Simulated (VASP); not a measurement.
Runs of VASP 6.6.1 on BeAl. The structure is that of space group P6/mmm (No. 191), or close to it. The cells are those of the table. The cell was generated, and may not be a known phase.

```csv
task,cell,k mesh,cutoff (eV),gap on the mesh (eV),pressure (GPa),relaxed volume (Å³/atom)
relaxation of cell and atoms,"relaxed from a = 2.862, b = 2.862, c = 3.420 Å, angles 90.0, 90.0, 120.0°, 2 atoms",6 × 6 × 6,600,none,0.1,15.22
relaxation of cell and atoms,"relaxed from a = 2.705, b = 2.705, c = 4.806 Å, angles 90.0, 90.0, 120.0°, 2 atoms",24 × 24 × 12,600,none,0.0,(a)
single point,"a = 2.557, b = 2.557, c = 5.296 Å, angles 90.0, 90.0, 120.0°, 2 atoms",24 × 24 × 12,520,none,0.0,-
single point,"a = 2.862, b = 2.862, c = 3.420 Å, angles 90.0, 90.0, 120.0°, 2 atoms",6 × 6 × 6,520,none,69.4,-
single point,"a = 2.705, b = 2.705, c = 4.806 Å, angles 90.0, 90.0, 120.0°, 2 atoms",6 × 6 × 6,520,none,0.0,-
```

Alike in all rows: level PBE; potentials or basis VASP PAW PBE potentials, release 64 (Be, Al); no spin polarisation; smearing gaussian 0.1 eV.

**Question.** Fill in the values left out.

**Answer.** (a) 14.99.

Caveats: some runs use coarse meshes; the volume moved by over 15 % at a fixed basis, so the end points are rough (at least some runs).

A gap of «none» marks levels without a gap at the run's occupations.
